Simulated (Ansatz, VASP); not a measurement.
Two plane-wave programs on Ru8N

File INCAR:

```
PREC = Accurate ; ENCUT = 520
EDIFF = 1E-6 ; ISMEAR = 0
SIGMA = 0.1 ; LREAL = False
LASPH = True ; NELM = 120
ALGO = Normal ; ISIF = 2
LWAVE = False ; LCHARG = False
LDIPOL = True ; IDIPOL = 3
DIPOL = 0.5 0.5 0.317 ; GGA = PE
IVDW = 12 ; NBANDS = 132
GGA_COMPAT = False ; NELMDL = -8
```

File KPOINTS:

```
Automatic mesh
0
Gamma
  6 6 1
```

File POSCAR:

```
Ru8N
1.0
    5.3951895594      0.0000000000      0.0000000000
   -2.6975947797      4.6723712167      0.0000000000
    0.0000000000      0.0000000000     25.0383144398
Ru N
16 2
Direct
    0.3333333333      0.1666666667      0.1597551628
    0.3333333333      0.6666666667      0.1597551628
    0.8333333333      0.1666666667      0.1597551628
    0.8333333333      0.6666666667      0.1597551628
    0.1666666667      0.3333333333      0.2449409688
    0.1666666667      0.8333333333      0.2449409688
    0.6666666667      0.3333333333      0.2449409688
    0.6666666667      0.8333333333      0.2449409688
    0.3333333333      0.1666666667      0.3299719610
    0.3333333333      0.6666666667      0.3299719610
    0.8333333333      0.1666666667      0.3299719610
    0.8333333333      0.6666666667      0.3299719610
    0.1666666667      0.3333333333      0.4128997766
    0.1666666667      0.8333333333      0.4128997766
    0.6666666667      0.3333333333      0.4128997766
    0.6666666667      0.8333333333      0.4128997766
    0.1666666667      0.3333333333      0.5327161488
    0.1666666667      0.3333333333      0.5766488185
```

Input for Ansatz:

```yaml
crystal:
  lattice:
    - [5.3951895594, 0.0, 0.0]
    - [-2.6975947797, 4.6723712167, 0.0]
    - [0.0, 0.0, 25.0383144398]
  atoms:
    - { symbol: Ru, position: [0.3333333333, 0.1666666667, 0.1597551628] }
    - { symbol: Ru, position: [0.3333333333, 0.6666666667, 0.1597551628] }
    - { symbol: Ru, position: [0.8333333333, 0.1666666667, 0.1597551628] }
    - { symbol: Ru, position: [0.8333333333, 0.6666666667, 0.1597551628] }
    - { symbol: Ru, position: [0.1666666667, 0.3333333333, 0.2449409688] }
    - { symbol: Ru, position: [0.1666666667, 0.8333333333, 0.2449409688] }
    - { symbol: Ru, position: [0.6666666667, 0.3333333333, 0.2449409688] }
    - { symbol: Ru, position: [0.6666666667, 0.8333333333, 0.2449409688] }
    - { symbol: Ru, position: [0.3333333333, 0.1666666667, 0.329971961] }
    - { symbol: Ru, position: [0.3333333333, 0.6666666667, 0.329971961] }
    - { symbol: Ru, position: [0.8333333333, 0.1666666667, 0.329971961] }
    - { symbol: Ru, position: [0.8333333333, 0.6666666667, 0.329971961] }
    - { symbol: Ru, position: [0.1666666667, 0.3333333333, 0.4128997766] }
    - { symbol: Ru, position: [0.1666666667, 0.8333333333, 0.4128997766] }
    - { symbol: Ru, position: [0.6666666667, 0.3333333333, 0.4128997766] }
    - { symbol: Ru, position: [0.6666666667, 0.8333333333, 0.4128997766] }
    - { symbol: "N", position: [0.1666666667, 0.3333333333, 0.5327161488] }
    - { symbol: "N", position: [0.1666666667, 0.3333333333, 0.5766488185] }
basis:
  ecutwfc: 420
kpoints:
  mp_grid: { grid: [6, 6, 1] }
hamiltonian:
  xc: pbe
  dispersion: d3bj
scf:
  occupations: { method: gaussian, width: 0.1 }
output:
  forces: true
  eigenvalues: true
efield:
  axis: 3
  dipole_correction: true
  ramp_width: 0.04
```

Alike in both runs: task single point; functional PBE; dispersion D3(BJ); k mesh 6 × 6 × 1; occupations gaussian, width 0.1 eV; no spin polarisation.

|  | VASP | Ansatz |
| --- | --- | --- |
| version | VASP 6.6.1 | Ansatz 0.2.0 |
| potentials or method | VASP PAW PBE potentials, release 64 (Ru_pv, N), cutoff 520 eV | scalar-relativistic, plane waves, PAW |
| valence electrons in the cell | 234 | 266 |

VASP gave:

| Item | Value |
| --- | --- |
| gap on the k mesh at the Fermi level (eV) | none |
| rms of the force components (eV/Å) | 0.489 |

Question: What did Ansatz give for the same quantities?

Answer: gap on the k mesh at the Fermi level (eV): none; rms of the force components (eV/Å): 0.230.

Atom by atom the forces differ by 0.344 eV/Å (rms over components). A gap of «none» marks a metal or a gap that the smearing closes. One of these differences is far larger than is usual between the two programs; its cause wasn't traced. VASP's potentials hold 234 valence electrons a cell and Ansatz's 266, so a difference there can come from the potentials and not from the codes.

Noted on VASP's run: the standard files for N, O and F lose accuracy on very short bonds.
